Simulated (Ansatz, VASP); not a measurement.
Ti4H: VASP beside Ansatz

```
Ti H
1.0
     5.35679    0.00000    0.00000
    -2.67839    4.63911    0.00000
     0.00000    0.00000    3.10508
Ti H
4 1
Cartesian
  2.6784 0.0000 0.0000
  -1.3392 2.3196 0.0000
  1.3392 2.3196 0.0000
  0.0000 0.0000 1.5525
  0.0000 0.0000 0.0000
```

Alike in both runs: task relaxation of cell and atoms; functional PBE; k mesh 6 × 6 × 6; occupations gaussian, width 0.1 eV; no spin polarisation.

|  | VASP | Ansatz |
| --- | --- | --- |
| version | VASP 6.6.1 | Ansatz 0.2.0 |
| potentials or method | VASP PAW PBE potentials, release 64 (Ti_sv, H), cutoff 600 eV | scalar-relativistic, plane waves, PAW |
| valence electrons in the cell | 49 | 49 |

Ansatz gave:

```
gap on the k mesh at the Fermi level, each at its own relaxed structure (eV) : none
relaxed volume (Å³/atom)                                                     : 15.44
relaxed length of the cell vector where the two differ most in proportion (Å)              : 5.349
```

What did VASP give for the same quantities?

gap on the k mesh at the Fermi level, each at its own relaxed structure (eV): none; relaxed volume (Å³/atom): 15.43; relaxed length of the cell vector where the two differ most in proportion (Å): 5.347.

A gap of «none» marks a metal or a gap that the smearing closes.
